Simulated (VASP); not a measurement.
# Se (Fd-3m) in VASP: notebook

Se is run at these levels: r2SCAN; tasks: single point, relaxation of cell and atoms.

Everything below comes from runs of VASP 6.6.1. Logs are shortened: lines on timing, memory, paths and dates and some standing lists are left out, and cuts for length are marked.

## (1) The cell of the first run

It takes space group Fd-3m (No. 227, cubic). Conventional cell: a = 6.290 Å, b = 6.290 Å, c = 6.290 Å, α = 90.00°, β = 90.00°, γ = 90.00°. Within 3.6 Å of Se (site symmetry -43m) lie 4 Se at 2.72 Å.

This isn't the form of Se at room conditions, which is trigonal, of chains.

## (2) Single point, r2SCAN

Input file POSCAR:

```
Se
1.0
    0.0000000000      3.1447642568      3.1447642568
    3.1447642568      0.0000000000      3.1447642568
    3.1447642568      3.1447642568      0.0000000000
Se
2
Direct
    0.0000000000      0.0000000000      0.0000000000
    0.2500000000      0.2500000000      0.2500000000
```

Input file INCAR.step1:

```
  ALGO = Normal
  EDIFF = 1E-4
  ENCUT = 520
  GGA = PE
  ISMEAR = -1
  LASPH = T
  LCHARG = F
  LREAL = F
  LWAVE = T
  NBANDS = 13
  NELM = 60
  PREC = Accurate
  SIGMA = 0.02
```

Input file INCAR.step2:

```
  ALGO = Normal
  EDIFF = 1E-6
  ENCUT = 520
  ISIF = 2
  ISMEAR = -1
  ISTART = 1
  LASPH = T
  LCHARG = F
  LMIXTAU = T
  LREAL = F
  LWAVE = F
  METAGGA = R2SCAN
  NBANDS = 13
  NELM = 60
  PREC = Accurate
  SIGMA = 0.02
```

Input file KPOINTS:

```
k-points
0
Gamma
  6 6 6
```

Potentials or basis: VASP PAW PBE potentials, release 64 (Se).

Started as:

```sh
$ cat potpaw_PBE.64/Se/POTCAR > POTCAR
$ cp INCAR.step1 INCAR
$ mpirun -np 1 vasp_std > vasp.out
$ cp INCAR.step2 INCAR
$ mpirun -np 1 vasp_std > vasp.out
```

OUTCAR:

```text
EDIFF = 1E-6
   ENCUT = 520
   ISIF = 2
   ISMEAR = -1
   ISTART = 1
   LASPH = T
   LREAL = F
   METAGGA = R2SCAN
   NELM = 60
   PREC = Accurate

 ion  position               nearest neighbor table
   1  0.000  0.000  0.000-   2 2.72   2 2.72   2 2.72   2 2.72
   2  0.250  0.250  0.250-   1 2.72   1 2.72   1 2.72   1 2.72

  LATTYP: Found a face centered cubic cell.
 ALAT       =     6.2895285136

  Lattice vectors:

 A1 = (   0.0000000000,   3.1447642568,   3.1447642568)
 A2 = (   3.1447642568,   0.0000000000,   3.1447642568)
 A3 = (   3.1447642568,   3.1447642568,   0.0000000000)

Analysis of symmetry for initial positions (statically):
=====================================================================
 Subroutine PRICEL returns:
 Original cell was already a primitive cell.

 Routine SETGRP: Setting up the symmetry group for a
 face centered cubic supercell.

 Subroutine GETGRP returns: Found 48 space group operations
 (whereof 24 operations were pure point group operations)
 out of a pool of 48 trial point group operations.

The static configuration has the point symmetry T_d .
 The point group associated with its full space group is O_h .

Analysis of symmetry for dynamics (positions and initial velocities):
=====================================================================
 Subroutine PRICEL returns:
 Original cell was already a primitive cell.

 Routine SETGRP: Setting up the symmetry group for a
 face centered cubic supercell.

 Subroutine GETGRP returns: Found 48 space group operations
 (whereof 24 operations were pure point group operations)
 out of a pool of 48 trial point group operations.

The dynamic configuration has the point symmetry T_d .
 The point group associated with its full space group is O_h .

 Subroutine INISYM returns: Found 48 space group operations
 (whereof 24 operations are pure point group operations),
 and found     1 'primitive' translations

----------------------------------------------------------------------------------------

                                     Primitive cell

  volume of cell :      62.2006

  direct lattice vectors                    reciprocal lattice vectors
     0.000000000  3.144764257  3.144764257    -0.158994430  0.158994430  0.158994430
     3.144764257  0.000000000  3.144764257     0.158994430 -0.158994430  0.158994430
     3.144764257  3.144764257  0.000000000     0.158994430  0.158994430 -0.158994430

  length of vectors
     4.447368262  4.447368262  4.447368262     0.275386431  0.275386431  0.275386431

  position of ions in fractional coordinates (direct lattice)
     0.000000000  0.000000000  0.000000000
     0.250000000  0.250000000  0.250000000

  ion indices of the primitive-cell ions
   primitive index   ion index
                 1           1
                 2           2

----------------------------------------------------------------------------------------

 KPOINTS: k-points

Automatic generation of k-mesh.
 Grid dimensions read from file:
 generate k-points for:    6    6    6

 Generating k-lattice:

  Cartesian coordinates                     Fractional coordinates (reciprocal lattice)
    -0.026499072  0.026499072  0.026499072     0.166666667  0.000000000  0.000000000
     0.026499072 -0.026499072  0.026499072     0.000000000  0.166666667  0.000000000
     0.026499072  0.026499072 -0.026499072     0.000000000  0.000000000  0.166666667

  Length of vectors
     0.045897738  0.045897738  0.045897738

  Shift w.r.t. Gamma in fractional coordinates (k-lattice)
     0.000000000  0.000000000  0.000000000

 Subroutine IBZKPT returns following result:
 ===========================================

 Found     16 irreducible k-points:

 Following reciprocal coordinates:
            Coordinates               Weight
  0.000000  0.000000  0.000000      1.000000
  0.166667  0.000000  0.000000      8.000000
  0.333333  0.000000  0.000000      8.000000
  0.500000  0.000000  0.000000      4.000000
  0.166667  0.166667  0.000000      6.000000
  0.333333  0.166667  0.000000     24.000000
[... 8 lines left out ...]
 -0.333333  0.333333  0.166667     24.000000
 -0.333333  0.500000  0.166667     12.000000
   k-points           NKPTS =     16   k-points in BZ     NKDIM =     16   number of bands    NBANDS=     13
   number of dos      NEDOS =    301   number of ions     NIONS =      2
   total plane-waves  NPLWV =  46656
   dimension x,y,z NGX =    36 NGY =   36 NGZ =   36
   dimension x,y,z NGXF=    72 NGYF=   72 NGZF=   72
   ions per type =               2
   NGX,Y,Z   is equivalent  to a cutoff of  13.46, 13.46, 13.46 a.u.
   NGXF,Y,Z  is equivalent  to a cutoff of  26.91, 26.91, 26.91 a.u.
 SYSTEM =  unknown system
   PREC   = accura    normal or accurate (medium, high low for compatibility)
   ISTART =      1    job   : 0-new  1-cont  2-samecut
   ICHARG =      0    charge: 1-file 2-atom 10-const
   ISPIN  =      1    spin polarized calculation?
[... 65 lines left out ...]
      4      -1.6918      2.00000
      5      -1.6918      2.00000
      6       1.1563      2.00000
      7       1.1563      2.00000
      8       1.1563      2.00000
      9       6.7219      0.00000
     10      10.1279      0.00000
     11      10.1279      0.00000
     12      12.0510      0.00000
     13      12.0510      0.00000

 k-point     2 :       0.1667    0.0000    0.0000
  band No.  band energies     occupation
      1     -13.9075      2.00000
      2      -9.0277      2.00000
      3      -1.9264      2.00000
      4      -1.9264      2.00000
      5      -1.8019      2.00000
      6       1.5125      2.00000
      7       1.5125      2.00000
      8       1.5833      2.00000
      9       7.5362      0.00000
     10       9.5713      0.00000
     11       9.5713      0.00000
     12      11.3862      0.00000
     13      13.5373      0.00000

 k-point     3 :       0.3333    0.0000    0.0000
  band No.  band energies     occupation
      1     -13.4125      2.00000
      2     -10.0266      2.00000
      3      -2.2851      2.00000
      4      -2.2851      2.00000
      5      -2.1343      2.00000
      6       2.0743      0.07656
      7       2.0743      0.07654
      8       2.8721      0.00000
      9       8.5581      0.00000
     10       9.6628      0.00000
     11       9.6628      0.00000
     12      10.8055      0.00000
     13      13.9876      0.00000

 k-point     4 :       0.5000    0.0000    0.0000
  band No.  band energies     occupation
      1     -13.0493      2.00000
      2     -10.6131      2.00000
      3      -2.4316      2.00000
      4      -2.4316      2.00000
      5      -2.3078      2.00000
      6       2.2947      0.00000
      7       2.2947      0.00000
      8       3.7911      0.00000
      9       9.1747      0.00000
     10       9.2627      0.00000
     11      10.4778      0.00000
     12      10.4778      0.00000
     13      12.2614      0.00000

 k-point     5 :       0.1667    0.1667    0.0000
  band No.  band energies     occupation
      1     -13.8389      2.00000
      2      -9.1781      2.00000
      3      -2.2449      2.00000
      4      -2.2449      2.00000
      5      -1.1311      2.00000
      6       0.7414      2.00000
      7       2.0148      0.87443
      8       2.0148      0.87433
      9       7.8491      0.00000
     10       8.4497      0.00000
     11      10.5399      0.00000
     12      12.7627      0.00000
     13      12.7627      0.00000
[... 129 lines left out ...]
 k-point    14 :       0.5000    0.3333    0.1667
  band No.  band energies     occupation
      1     -12.9308      2.00000
      2     -10.7454      2.00000
      3      -3.3874      2.00000
      4      -2.8448      2.00000
      5      -0.3613      2.00000
      6       1.1296      2.00000
      7       3.2475      0.00000
      8       3.3119      0.00000
      9       8.2931      0.00000
     10       8.7149      0.00000
     11      11.0189      0.00000
     12      12.6935      0.00000
     13      13.7223      0.00000

 k-point    15 :      -0.3333    0.3333    0.1667
  band No.  band energies     occupation
      1     -12.5094      2.00000
      2     -11.2859      2.00000
      3      -3.6189      2.00000
      4      -3.0292      2.00000
      5      -0.1463      2.00000
      6       1.5498      2.00000
      7       3.3101      0.00000
      8       3.5170      0.00000
      9       7.8977      0.00000
     10       8.9185      0.00000
     11      10.9063      0.00000
     12      12.5086      0.00000
     13      13.9420      0.00000

 k-point    16 :      -0.3333    0.5000    0.1667
  band No.  band energies     occupation
      1     -11.9234      2.00000
      2     -11.9234      2.00000
      3      -3.4159      2.00000
      4      -3.4159      2.00000
      5       0.5601      2.00000
      6       0.5601      2.00000
      7       3.7489      0.00000
      8       3.7489      0.00000
      9       8.3422      0.00000
     10       8.3422      0.00000
     11      12.0373      0.00000
     12      12.0373      0.00000
     13      15.2761      0.00000

------------------------ aborting loop because EDIFF is reached ----------------------------------------

  FORCE on cell =-STRESS in cart. coord.  units (eV):
  Direction    XX          YY          ZZ          XY          YZ          ZX
  --------------------------------------------------------------------------------------
  -------------------------------------------------------------------------------------
  Total       -0.0363256     -0.0363256     -0.0363256     -0.0000000     -0.0000000     -0.0000000
  in kB       -0.9356833     -0.9356833     -0.9356833     -0.0000000     -0.0000000     -0.0000000
  external PRESSURE =      -0.9356833 kB  Pullay stress =       0.0000000 kB

 VOLUME and BASIS-vectors are now :
 -----------------------------------------------------------------------------
  energy-cutoff  :      520.00
  volume of cell :       62.20
      direct lattice vectors                 reciprocal lattice vectors
     0.000000000  3.144764257  3.144764257    -0.158994430  0.158994430  0.158994430
     3.144764257  0.000000000  3.144764257     0.158994430 -0.158994430  0.158994430
     3.144764257  3.144764257  0.000000000     0.158994430  0.158994430 -0.158994430

 POSITION                                       TOTAL-FORCE (eV/Angst)
 -----------------------------------------------------------------------------------
      0.00000      0.00000      0.00000         0.000000      0.000000     -0.000000
      1.57238      1.57238      1.57238        -0.000000     -0.000000      0.000000
 -----------------------------------------------------------------------------------
    total drift:                                0.000000      0.000000      0.000000

  FREE ENERGIE OF THE ION-ELECTRON SYSTEM (eV)
  ---------------------------------------------------
  free  energy   TOTEN  =       -27.2887226282 eV

  energy  without entropy=      -27.2865416893  energy(sigma->0) =      -27.28763216
```

It took 22 s on 1 thread of Intel Xeon 6975P-C (Granite Rapids), shared host; peak memory 0.2 GiB.

Results:

| Property | Result |
| --- | --- |
| Free energy | -27.2887 eV |
| Pressure | -0.1 GPa |
| Band gap on the k mesh | zero (bands 6 and 7 overlap by 1.14 eV) |

Caveat: the PAW data sets were made with another functional, which shifts forces and pressure a little.

## (3) Single point, r2SCAN

This run uses another cell than the first one, of 30.99 Å³/atom.

Input file POSCAR:

```
Se
1.0
    0.0000000000      3.1409375656      3.1409375656
    3.1409375656      0.0000000000      3.1409375656
    3.1409375656      3.1409375656      0.0000000000
Se
2
Direct
    0.0000000000      0.0000000000      0.0000000000
    0.2500000000      0.2500000000      0.2500000000
```

Input file INCAR.step1:

```
PREC = Accurate
ENCUT = 520
ISMEAR = -1
SIGMA = 0.02
LREAL = False
LASPH = True
NELM = 100
NBANDS = 13
GGA = PE
ALGO = Normal
EDIFF = 1E-4
LWAVE = True
LCHARG = False
```

Input file INCAR.step2:

```
PREC = Accurate
ENCUT = 520
EDIFF = 1E-6
ISMEAR = -1
SIGMA = 0.02
LREAL = False
LASPH = True
NELM = 100
ALGO = Normal
ISIF = 2
LWAVE = False
LCHARG = False
METAGGA = R2SCAN
LMIXTAU = True
NBANDS = 13
ISTART = 1
```

Input file KPOINTS:

```
Automatic mesh
0
Gamma
  7 7 7
```

Potentials or basis: VASP PAW PBE potentials, release 64 (Se).

Started as:

```sh
$ cat potpaw_PBE.64/Se/POTCAR > POTCAR
$ cp INCAR.step1 INCAR
$ mpirun -np 1 vasp_std > vasp.out
$ cp INCAR.step2 INCAR
$ mpirun -np 1 vasp_std > vasp.out
```

Wall time 25 s (1 thread of Intel Xeon 6975P-C (Granite Rapids), shared host); peak memory 0.21 GiB.

Results (log left out):

* Free energy: -27.2895 eV
* Pressure: 0.0 GPa
* Band gap on the k mesh: zero (bands 6 and 7 overlap by 1.10 eV)

Levels at points of the mesh, in eV from the Fermi level:
| k point | band 4 | band 5 | band 6 | band 7 | band 8 | band 9 |
| --- | --- | --- | --- | --- | --- | --- |
| (0.00, 0.00, 0.00) | -3.73 | -3.73 | -0.87 | -0.87 | -0.87 | 4.70 |

Caveat: the PAW data sets were made with another functional, which shifts forces and pressure a little.

## (4) Relaxation of cell and atoms, r2SCAN

This run uses another cell than the first one, of 30.99 Å³/atom.

POSCAR is that of step 3.

Input file INCAR.step1:

```
SYSTEM = Se
  ALGO = Normal
  EDIFF = 1E-4
  ENCUT = 600
  GGA = PE
  ISMEAR = -1
  LASPH = .True.
  LCHARG = .False.
  LREAL = .False.
  LWAVE = .True.
  NELM = 80
  PREC = Accurate
  SIGMA = 0.02
```

Input file INCAR.step2:

```
SYSTEM = Se
  ALGO = Normal
  EDIFF = 1E-7
  EDIFFG = -0.02
  ENCUT = 600
  IBRION = 2
  ISIF = 3
  ISMEAR = -1
  ISTART = 1
  LASPH = .True.
  LCHARG = .False.
  LMIXTAU = .True.
  LREAL = .False.
  LWAVE = .False.
  METAGGA = R2SCAN
  NELM = 80
  NSW = 80
  PREC = Accurate
  SIGMA = 0.02
```

Input file KPOINTS:

```
k-points
0
Gamma
  6 6 6
  0 0 0
```

Started as:

```sh
$ cat potpaw_PBE.64/Se/POTCAR > POTCAR
$ cp INCAR.step1 INCAR
$ mpirun -np 1 vasp_std > vasp.out
$ cp INCAR.step2 INCAR
$ mpirun -np 1 vasp_std > vasp.out
```

Wall time 20 s (1 thread of Intel Xeon 6975P-C (Granite Rapids), shared host); peak memory 0.21 GiB.

Results (log left out):

- Free energy: -27.2897 eV
- Pressure after relaxing: 0.1 GPa
- Band gap on the k mesh: zero (bands 6 and 7 overlap by 1.14 eV)

Final structure:
```yaml
crystal:
  lattice:
    - [0.00000, 3.14094, 3.14094]
    - [3.14094, 0.00000, 3.14094]
    - [3.14094, 3.14094, 0.00000]
  atoms:
    - { symbol: Se, position: [0.00000, 0.00000, 0.00000] }
    - { symbol: Se, position: [0.25000, 0.25000, 0.25000] }
```

Levels at points of the mesh, in eV from the Fermi level:
```tsv
k point	band 4	band 5	band 6	band 7	band 8	band 9
(0.00, 0.00, 0.00)	-3.71	-3.71	-0.86	-0.86	-0.86	4.71
(0.50, 0.00, 0.00)	-4.46	-4.33	0.28	0.28	1.80	7.17
(0.50, 0.50, 0.00)	-5.27	-2.04	-2.04	2.27	2.27	6.55
```

Caveat: the relaxation stopped at its first step, so nothing moved; the PAW data sets were made with another functional, which shifts forces and pressure a little.

## (5) Relaxation of cell and atoms, r2SCAN

This run uses another cell than the first one, of 27.27 Å³/atom.

Input file POSCAR:

```
Se
1.0
    0.0000000000      3.0100000000      3.0100000000
    3.0100000000      0.0000000000      3.0100000000
    3.0100000000      3.0100000000      0.0000000000
Se
2
Direct
    0.0000000000      0.0000000000      0.0000000000
    0.2500000000      0.2500000000      0.2500000000
```

Input file INCAR.step1:

```
SYSTEM = Se
PREC = Accurate
ENCUT = 600
ISMEAR = -1
SIGMA = 0.02
LREAL = .FALSE.
LASPH = .TRUE.
NELM = 60
GGA = PE
ALGO = Normal
EDIFF = 1E-4
LWAVE = .TRUE.
LCHARG = .FALSE.
```

Input file INCAR.step2:

```
SYSTEM = Se
PREC = Accurate
ENCUT = 600
EDIFF = 1E-6
ISMEAR = -1
SIGMA = 0.02
LREAL = .FALSE.
LASPH = .TRUE.
NELM = 60
ALGO = Normal
ISIF = 3
LWAVE = .FALSE.
LCHARG = .FALSE.
METAGGA = R2SCAN
LMIXTAU = .TRUE.
IBRION = 2
NSW = 80
EDIFFG = -0.02
ISTART = 1
```

Input file KPOINTS:

```
Automatic mesh
0
G
  7 7 7
  0 0 0
```

Started as:

```sh
$ cat potpaw_PBE.64/Se/POTCAR > POTCAR
$ cp INCAR.step1 INCAR
$ mpirun -np 1 vasp_std > vasp.out
$ cp INCAR.step2 INCAR
$ mpirun -np 1 vasp_std > vasp.out
```

It took 63 s on 1 thread of Intel Xeon 6975P-C (Granite Rapids), shared host; peak memory 0.22 GiB.

It converged, with:

```yaml
Free_energy: -27.2897 eV
Relaxed_volume: 30.94 Å³/atom
Relaxed_cell: a = 4.440 Å, b = 4.440 Å, c = 4.440 Å, α = 60.00°, β = 60.00°, γ = 60.00°
Space_group_after_relaxing_to_0.1_Å: Fd-3m (No. 227)
Energy_gained_by_relaxing: 73.4 meV/atom
Ionic_steps: 3
Pressure_after_relaxing: 0.0 GPa
Band_gap_on_the_k_mesh: zero (bands 6 and 7 overlap by 1.10 eV)
```

Step by step:
```
step  energy change (eV)  largest force (eV/Å)  pressure (GPa)  volume (Å³)
   1              0.0000                0.0000            7.13        54.54
   2             -0.1316                0.0000           -1.70        64.70
   3             -0.1468                0.0000            0.03        61.88
```

Final structure:
```xyz
2
Lattice="0.0000 3.1394 3.1394 3.1394 0.0000 3.1394 3.1394 3.1394 0.0000" Properties=species:S:1:pos:R:3 pbc="T T T"
Se    0.0000    0.0000    0.0000
Se    1.5697    1.5697    1.5697
```

Levels at points of the mesh, in eV from the Fermi level:
| k point | band 3 | band 4 | band 5 | band 6 | band 7 | band 8 | band 9 | band 10 |
| --- | --- | --- | --- | --- | --- | --- | --- | --- |
| (0.00, 0.00, 0.00) | -3.74 | -3.74 | -3.74 | -0.88 | -0.88 | -0.88 | 4.70 | 8.10 |

Caveat: the PAW data sets were made with another functional, which shifts forces and pressure a little.

## (6) The runs side by side

| task | cell | k mesh | cutoff (eV) | gap on the mesh (eV) | pressure (GPa) |
| --- | --- | --- | --- | --- | --- |
| single point | a = 4.447 Å, angles 60.0°, 2 atoms | 6 × 6 × 6 | 520 | none | -0.1 |
| single point | a = 4.442 Å, angles 60.0°, 2 atoms | 7 × 7 × 7 | 520 | none | 0.0 |
| relaxation of cell and atoms | relaxed from a = 4.442 Å, angles 60.0°, 2 atoms | 6 × 6 × 6 | 600 | none | 0.1 |
| relaxation of cell and atoms | relaxed from a = 4.257 Å, angles 60.0°, 2 atoms | 7 × 7 × 7 | 600 | none | 0.0 |

Alike in all rows: level r2SCAN; potentials or basis VASP PAW PBE potentials, release 64 (Se); no spin polarisation; smearing fermi-dirac 0.02 eV.

Caveats: the PAW data sets were made with another functional, which shifts forces and pressure a little; the relaxation stopped at its first step, so nothing moved (at least some runs).

Total energies depend on the potentials used, so only differences within one code and one set of settings carry meaning.
